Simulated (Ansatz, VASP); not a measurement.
**La2TaO2: VASP beside Ansatz**

```xyz
5
Lattice="5.4917 0.0000 0.0000 -2.7459 4.7560 0.0000 0.0000 0.0000 4.5857" Properties=species:S:1:pos:R:3 pbc="T T T"
La    0.0000    3.1707    0.0000
La    2.7459    1.5853    0.0000
Ta    0.0000    0.0000    0.0000
O     0.0000    3.1707    2.2928
O     2.7459    1.5853    2.2928
```

Alike in both runs: task single point; functional PBE; k mesh 6 × 6 × 4; occupations gaussian, width 0.1 eV; no spin polarisation.

|  | VASP | Ansatz |
| --- | --- | --- |
| version | VASP 6.6.1 | Ansatz 0.2.0 |
| potentials or method | VASP PAW PBE potentials, release 64 (La, Ta_pv, O), cutoff 520 eV | scalar-relativistic, plane waves, PAW |
| valence electrons in the cell | 45 | 47 |

Ansatz gave:

| Property | Result |
| --- | --- |
| gap on the k mesh at the Fermi level (eV) | none |
| pressure (GPa) | 1.7 |
| traceless stress, the component that is largest in VASP (GPa) | -18.23 |

**Question.** What did VASP give for the same quantities?

**Answer.** gap on the k mesh at the Fermi level (eV): none; pressure (GPa): 1.6; traceless stress, the component that is largest in VASP (GPa): -18.27.

A gap of «none» marks a metal or a gap that the smearing closes. VASP's potentials hold 45 valence electrons a cell and Ansatz's 47, so a difference there can come from the potentials and not from the codes.

Spin-orbit coupling is off throughout.
